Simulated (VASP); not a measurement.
# CdSe (P6_3mc) in VASP: a series of runs, part 2 of 2

VASP 6.6.1.

## 3. Single point, PBE (uniaxial z strain +2.0%)

Contents of INCAR:

```
SYSTEM = CdSe
  ALGO = Normal
  EDIFF = 1E-7
  ENCUT = 520
  GGA = PE
  ISIF = 2
  ISMEAR = 0
  LASPH = .True.
  LCHARG = .False.
  LREAL = .False.
  LWAVE = .False.
  NBANDS = 26
  NELM = 80
  PREC = Accurate
  SIGMA = 0.01
```

Contents of KPOINTS:

```
k-points
0
Gamma
  6 6 2
  0 0 0
```

Contents of POSCAR:

```
CdSe
1.0
    4.3407236653      0.0000000000      0.0000000000
   -2.1703618326      3.7591769650      0.0000000000
    0.0000000000      0.0000000000      7.2181789021
Cd Se
2 2
Direct
    0.3333333333      0.6666666667      0.0015566779
    0.6666666667      0.3333333333      0.5015566779
    0.3333333333      0.6666666667      0.3734433221
    0.6666666667      0.3333333333      0.8734433221
```

Potentials or basis: VASP PAW PBE potentials, release 64 (Cd, Se).

Launch:

```console
cat potpaw_PBE.64/Cd/POTCAR potpaw_PBE.64/Se/POTCAR > POTCAR
mpirun -np 1 vasp_std > vasp.out
```

OUTCAR:

```text
SYSTEM = CdSe
   EDIFF = 1E-7
   ENCUT = 520
   GGA = PE
   ISIF = 2
   ISMEAR = 0
   LASPH = .True.
   LREAL = .False.
   NELM = 80
   PREC = Accurate

 ion  position               nearest neighbor table
   1  0.333  0.667  0.002-   4 2.67   4 2.67   4 2.67   3 2.68
   2  0.667  0.333  0.502-   3 2.67   3 2.67   3 2.67   4 2.68
   3  0.333  0.667  0.373-   2 2.67   2 2.67   2 2.67   1 2.68
   4  0.667  0.333  0.873-   1 2.67   1 2.67   1 2.67   2 2.68

  LATTYP: Found a hexagonal cell.
[... 592 lines left out ...]

  FORCE on cell =-STRESS in cart. coord.  units (eV):
  Direction    XX          YY          ZZ          XY          YZ          ZX
  --------------------------------------------------------------------------------------
  -------------------------------------------------------------------------------------
  Total        0.7314332      0.7314332      0.0993013      0.0000000     -0.0000000      0.0000000
  in kB        9.9495326      9.9495326      1.3507753      0.0000000     -0.0000000      0.0000000
  external PRESSURE =       7.0832802 kB  Pullay stress =       0.0000000 kB

 VOLUME and BASIS-vectors are now :
 -----------------------------------------------------------------------------
  energy-cutoff  :      520.00
  volume of cell :      117.78
      direct lattice vectors                 reciprocal lattice vectors
     4.340723665  0.000000000  0.000000000     0.230376333  0.133007838  0.000000000
    -2.170361833  3.759176965  0.000000000     0.000000000  0.266015676  0.000000000
     0.000000000  0.000000000  7.218178902     0.000000000  0.000000000  0.138539099

 POSITION                                       TOTAL-FORCE (eV/Angst)
 -----------------------------------------------------------------------------------
     -0.00000      2.50612      0.01124        -0.000000      0.000000      0.004605
      2.17036      1.25306      3.62033         0.000000      0.000000      0.004605
     -0.00000      2.50612      2.69558         0.000000      0.000000     -0.004605
      2.17036      1.25306      6.30467        -0.000000      0.000000     -0.004605
 -----------------------------------------------------------------------------------
    total drift:                               -0.000000     -0.000000     -0.000345

  FREE ENERGIE OF THE ION-ELECTRON SYSTEM (eV)
  ---------------------------------------------------
  free  energy   TOTEN  =       -10.9810597791 eV

  energy  without entropy=      -10.9810597791  energy(sigma->0) =      -10.98105978
```

stdout:

```text
POSCAR found type information on POSCAR CdSe
 POSCAR found :  2 types and       4 ions
 scaLAPACK will be used
 LDA part: xc-table for (Slater+PW92), standard interpolation
 POSCAR, INCAR and KPOINTS ok, starting setup
 FFT: planning ... GRIDC
 FFT: planning ... GRID_SOFT
 FFT: planning ... GRID
 WAVECAR not read
 entering main loop
```

It took 21 s on 1 thread of Intel Xeon 6975P-C (Granite Rapids), shared host; peak memory 0.22 GiB.

What came out:

```
Free energy            : -10.9811 eV
Pressure               : 0.7 GPa
Largest force          : 0.005 eV/Å
Band gap on the k mesh : 0.53 eV, direct
```

Forces in eV/Å, atoms in the order of the input:
```
Cd   0.000  0.000  0.005
Cd   0.000  0.000  0.005
Se   0.000  0.000 -0.005
Se   0.000  0.000 -0.005
```

Caveat: the k points lie up to 0.44 Å⁻¹ apart; the cell differs from its parent crystal (uniaxial z strain +2.0%).

## 4. Single point, PBE (uniaxial z strain +3.0%)

Contents of INCAR:

```
SYSTEM = CdSe
ALGO = Normal
EDIFF = 1E-6
ENCUT = 520
GGA = PE
ISIF = 2
ISMEAR = 0
LASPH = .True.
LCHARG = .False.
LREAL = .False.
LWAVE = .False.
NBANDS = 26
NELM = 80
PREC = Accurate
SIGMA = 0.01
```

KPOINTS is that of step 3.

Contents of POSCAR:

```
CdSe
1.0
    4.3407236653      0.0000000000      0.0000000000
   -2.1703618326      3.7591769650      0.0000000000
    0.0000000000      0.0000000000      7.2889453619
Cd Se
2 2
Direct
    0.3333333333      0.6666666667      0.0023289217
    0.6666666667      0.3333333333      0.5023289217
    0.3333333333      0.6666666667      0.3726710783
    0.6666666667      0.3333333333      0.8726710783
```

Potentials or basis: VASP PAW PBE potentials, release 64 (Cd, Se).

Launch:

```console
cat potpaw_PBE.64/Cd/POTCAR potpaw_PBE.64/Se/POTCAR > POTCAR
mpirun -np 1 vasp_std > vasp.out
```

OUTCAR:

```text
SYSTEM = CdSe
   EDIFF = 1E-6
   ENCUT = 520
   GGA = PE
   ISIF = 2
   ISMEAR = 0
   LASPH = .True.
   LREAL = .False.
   NELM = 80
   PREC = Accurate

 ion  position               nearest neighbor table
   1  0.333  0.667  0.002-   4 2.68   4 2.68   4 2.68   3 2.70
   2  0.667  0.333  0.502-   3 2.68   3 2.68   3 2.68   4 2.70
   3  0.333  0.667  0.373-   2 2.68   2 2.68   2 2.68   1 2.70
   4  0.667  0.333  0.873-   1 2.68   1 2.68   1 2.68   2 2.70

  LATTYP: Found a hexagonal cell.
 ALAT       =     4.3407236653
 C/A-ratio  =     1.6792005029

  Lattice vectors:

 A1 = (   4.3407236653,   0.0000000000,   0.0000000000)
 A2 = (  -2.1703618326,   3.7591769650,   0.0000000000)
 A3 = (   0.0000000000,   0.0000000000,   7.2889453619)

Analysis of symmetry for initial positions (statically):
=====================================================================
 Subroutine PRICEL returns:
[... 160 lines left out ...]
  ext. energy  EPLUGINS =         0.00000000
  ---------------------------------------------------
  free energy    TOTEN  =       -10.97937294 eV

  energy without entropy =      -10.97937294  energy(sigma->0) =      -10.97937294

 E-fermi :   0.6068     XC(G=0):  -8.6318

 val. band max:        0.5614178434   @ k =   0.0000   0.0000   0.0000
 cond. band min:       1.0515052657   @ k =   0.0000   0.0000   0.0000
 fundamental gap:      0.4900874223
 Fermi energy:         0.6068284915

 k-point     1 :       0.0000    0.0000    0.0000
  band No.  band energies     occupation
      1     -11.7785      2.00000
      2     -11.4640      2.00000
      3      -7.2444      2.00000
      4      -7.2326      2.00000
      5      -7.2326      2.00000
      6      -7.1755      2.00000
[... 395 lines left out ...]
     25       9.2833      0.00000
     26       9.3433      0.00000

------------------------ aborting loop because EDIFF is reached ----------------------------------------

  FORCE on cell =-STRESS in cart. coord.  units (eV):
  Direction    XX          YY          ZZ          XY          YZ          ZX
  --------------------------------------------------------------------------------------
  -------------------------------------------------------------------------------------
  Total        0.5081802      0.5081802     -0.4868522      0.0000000      0.0000000      0.0000000
  in kB        6.8455552      6.8455552     -6.5582519      0.0000000      0.0000000      0.0000000
  external PRESSURE =       2.3776195 kB  Pullay stress =       0.0000000 kB

 VOLUME and BASIS-vectors are now :
 -----------------------------------------------------------------------------
  energy-cutoff  :      520.00
  volume of cell :      118.94
      direct lattice vectors                 reciprocal lattice vectors
     4.340723665  0.000000000  0.000000000     0.230376333  0.133007838  0.000000000
    -2.170361833  3.759176965  0.000000000     0.000000000  0.266015676  0.000000000
     0.000000000  0.000000000  7.288945362     0.000000000  0.000000000  0.137194059

 POSITION                                       TOTAL-FORCE (eV/Angst)
 -----------------------------------------------------------------------------------
     -0.00000      2.50612      0.01698         0.000000     -0.000000      0.010613
      2.17036      1.25306      3.66145         0.000000     -0.000000      0.010613
     -0.00000      2.50612      2.71638        -0.000000      0.000000     -0.010613
      2.17036      1.25306      6.36085        -0.000000     -0.000000     -0.010613
 -----------------------------------------------------------------------------------
    total drift:                               -0.000000     -0.000000      0.001679

  FREE ENERGIE OF THE ION-ELECTRON SYSTEM (eV)
  ---------------------------------------------------
  free  energy   TOTEN  =       -10.9793729427 eV

  energy  without entropy=      -10.9793729427  energy(sigma->0) =      -10.97937294
```

It took 18 s on 1 thread of Intel Xeon 6975P-C (Granite Rapids), shared host; peak memory 0.22 GiB.

Results:

| Property | Result |
| --- | --- |
| Free energy | -10.9794 eV |
| Pressure | 0.2 GPa |
| Largest force | 0.011 eV/Å |
| Band gap on the k mesh | 0.49 eV, direct |

Forces on the atoms (eV/Å):
```
Cd   0.000  0.000  0.011
Cd   0.000  0.000  0.011
Se   0.000  0.000 -0.011
Se   0.000  0.000 -0.011
```

Caveat: the k points lie up to 0.43 Å⁻¹ apart; the cell differs from its parent crystal (uniaxial z strain +3.0%).

## 5. Single point, PBE (uniaxial z strain -1.0%)

Contents of INCAR:

```
SYSTEM = CdSe
PREC = Accurate ; ENCUT = 520
EDIFF = 1E-6 ; ISMEAR = -1
SIGMA = 0.02 ; LREAL = .FALSE.
LASPH = .TRUE. ; NELM = 80
ALGO = Normal ; ISIF = 2
LWAVE = .FALSE. ; LCHARG = .FALSE.
GGA = PE ; NBANDS = 26
```

Contents of KPOINTS:

```
regular mesh
0
G
  12 12 4
  0 0 0
```

Contents of POSCAR:

```
CdSe
1.0
    4.3407236653      0.0000000000      0.0000000000
   -2.1703618326      3.7591769650      0.0000000000
    0.0000000000      0.0000000000      7.0058795226
Cd Se
2 2
Direct
    0.3333333333      0.6666666667     -0.0015846252
    0.6666666667      0.3333333333      0.4984153748
    0.3333333333      0.6666666667      0.3765846252
    0.6666666667      0.3333333333      0.8765846252
```

Launch:

```console
cat potpaw_PBE.64/Cd/POTCAR potpaw_PBE.64/Se/POTCAR > POTCAR
mpirun -np 1 vasp_std > vasp.out
```

Run time: 59 s. Hardware: 1 thread of Intel Xeon 6975P-C (Granite Rapids), shared host; peak memory 0.31 GiB.

The run converged. Its results:

```
Free energy            : -10.9577 eV
Pressure               : 2.3 GPa
Band gap on the k mesh : 0.65 eV, direct
```

Stress tensor (GPa, compression positive):
```
2.11 0.00 0.00
0.00 2.11 0.00
0.00 0.00 2.60
```

Levels at points of the mesh, in eV from the valence-band top:
```tsv
k point	band 14	band 15	band 16	band 17	band 18	band 19	band 20	band 21	band 22	band 23
(0.00, 0.00, 0.00)	-0.76	-0.76	0.00	0.00	0.00	0.65	2.12	5.83	5.83	6.25
(0.50, 0.00, 0.00)	-3.56	-2.57	-1.82	-1.26	-0.74	3.21	3.30	4.84	6.17	6.48
(0.00, 0.00, 0.50)	-2.58	-0.39	-0.39	-0.39	-0.39	2.33	2.33	5.87	5.87	6.22
(0.50, 0.00, 0.50)	-4.13	-1.32	-1.32	-1.28	-1.28	2.97	2.97	4.86	4.86	7.71
```

Caveat: the cell differs from its parent crystal (uniaxial z strain -1.0%).

## 6. The runs side by side

```csv
cell,k mesh,smearing,gap on the mesh (eV),pressure (GPa)
"a = 4.341, b = 4.341, c = 6.935 Å, angles 90.0, 90.0, 120.0°, 4 atoms",6 × 6 × 2,gaussian 0.01 eV,0.65,2.8
"a = 4.341, b = 4.341, c = 7.218 Å, angles 90.0, 90.0, 120.0°, 4 atoms",6 × 6 × 2,gaussian 0.01 eV,0.53,0.7
"a = 4.341, b = 4.341, c = 7.289 Å, angles 90.0, 90.0, 120.0°, 4 atoms",6 × 6 × 2,gaussian 0.01 eV,0.49,0.2
"a = 4.341, b = 4.341, c = 7.006 Å, angles 90.0, 90.0, 120.0°, 4 atoms",12 × 12 × 4,fermi-dirac 0.02 eV,0.65,2.3
```

Alike in all rows: task single point; level PBE; potentials or basis VASP PAW PBE potentials, release 64 (Cd, Se); no spin polarisation; cutoff (eV) 520.

Caveats: some runs use coarse meshes.

Total energies depend on the potentials used, so only differences within one code and one set of settings carry meaning.
